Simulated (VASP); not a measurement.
PbO: single point with PBE

The system is PbO.

```
Pb O
1.0
     0.00000    2.83174    2.83174
     2.83174    0.00000    2.83174
     2.83174    2.83174    0.00000
Pb O
1 1
Direct
  0.00000 0.00000 0.00000
  0.25000 0.25000 0.25000
```

```json
{
 "Program": "VASP 6.6.1",
 "Task": "single point",
 "Functional": "PBE",
 "Potentials or basis": "VASP PAW PBE potentials, release 64 (Pb_d, O)",
 "Cutoff": "520 eV",
 "k mesh": "6 × 6 × 6",
 "Occupations": "gaussian, width 0.01 eV",
 "Spin": "no spin polarisation",
 "Dipole correction": "no",
 "Further INCAR settings": "ALGO = Normal; EDIFF = 1e-07; NBANDS = 17"
}
```

```json
{
 "Pressure": "0.0 GPa",
 "Band gap on the k mesh": "0.56 eV, indirect (least direct gap 0.70 eV)"
}
```

Levels at points of the mesh, in eV from the valence-band top:
| k point | band 8 | band 9 | band 10 | band 11 | band 12 | band 13 |
| --- | --- | --- | --- | --- | --- | --- |
| (0.00, 0.00, 0.00) | -2.08 | -2.08 | -2.08 | 5.22 | 5.22 | 5.22 |
| (0.50, 0.00, 0.00) | -2.52 | -2.52 | -2.10 | 2.49 | 5.42 | 5.42 |
| (0.50, 0.50, 0.00) | -3.26 | -3.26 | -0.14 | 0.56 | 5.80 | 5.80 |

It took 15 s on 1 thread of Intel(R) Xeon(R) Platinum 8488C (Sapphire Rapids) (shared host), peak memory 0.17 GiB.

Caveat: spin-orbit coupling is left out, which moves the levels of the heavy elements. A k mesh can miss the band edges.
